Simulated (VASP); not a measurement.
## CdS: single point with PBEsol

The system is CdS.

```
Cd S
1.0
     0.00000    2.91228    2.91228
     2.91228    0.00000    2.91228
     2.91228    2.91228    0.00000
Cd S
1 1
Direct
  0.00172 0.00172 0.00172
  0.75000 0.75000 0.75000
```

This cell differs from its parent crystal: atom 1 moved by [0.01, 0.01, 0.01] A.

| Item | Value |
| --- | --- |
| Program | VASP 6.6.1 |
| Task | single point |
| Functional | PBEsol |
| Potentials or basis | VASP PAW PBE potentials, release 64 (Cd, S) |
| Cutoff | 520 eV |
| k mesh | 6 × 6 × 6 |
| Occupations | gaussian, width 0.01 eV |
| Spin | non-collinear spin, zero start, spin-orbit coupling |
| Starting moments | [[0.0, 0.0, 0.0], [0.0, 0.0, 0.0]] μB |

- Pressure: 0.4 GPa
- Largest force: 0.085 eV/Å
- Net moment: 0.00 μB per cell
- Valence electrons inside the program's atomic spheres: Cd 10.33; S 3.69

Forces in eV/Å, atoms in the order of the input:
```
Cd  -0.049 -0.049 -0.049
S    0.049  0.049  0.049
```

Stress tensor (GPa, compression positive):
```
 0.36 -0.21 -0.21
-0.21  0.36 -0.21
-0.21 -0.21  0.36
```

Moments on the atoms (μB; x, y, z):
```
Cd  0.00 0.00 0.00
S   0.00 0.00 0.00
```

Wall time 3 min on 1 thread of Intel Xeon 8259CL, with other jobs on the host, peak memory 0.37 GiB.

Caveat: the cell differs from its parent crystal (atom 1 moved by [0.01, 0.01, 0.01] A); the PAW data sets were made with another functional, which shifts forces and pressure a little.
